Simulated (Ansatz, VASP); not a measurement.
**CdF2 in VASP and in Ansatz**

```xyz
3
Lattice="0.1631 2.7611 2.7611 2.7611 0.1631 2.7611 2.7611 2.7611 0.1631" Properties=species:S:1:pos:R:3 pbc="T T T"
Cd    0.0000    0.0000    0.0000
F     1.4056    1.4056    1.4056
F     4.2797    4.2797    4.2797
```

Change from the starting cell: epitaxial_111 strain -3.6%.

Alike in both runs: task single point; functional r2SCAN; k mesh 8 × 8 × 8; no spin polarisation.

|  | VASP | Ansatz |
| --- | --- | --- |
| version | VASP 6.6.1 | Ansatz 0.2.0 |
| potentials or method | VASP PAW PBE potentials, release 64 (Cd, F) | plane waves, PAW |
| plane-wave cutoff (eV) | 520 | 500 |
| occupations | gaussian, width 0.01 eV | fixed |
| valence electrons in the cell | 26 | 34 |

```tsv
	VASP	Ansatz	Ansatz less VASP
gap on the k mesh at the Fermi level (eV)	3.83	3.87	+0.046
pressure (GPa)	3.9	2.8	-1.15
traceless stress, the component that is largest in VASP (GPa)	-1.58	-1.40	+0.184
rms of the force components (eV/Å)	0.019	0.000	-0.0191
```

VASP's potentials were made for PBE, not for r2SCAN. Atom by atom the forces differ by 0.019 eV/Å (rms over components). VASP's potentials hold 26 valence electrons a cell and Ansatz's 34, so a difference there can come from the potentials and not from the codes.
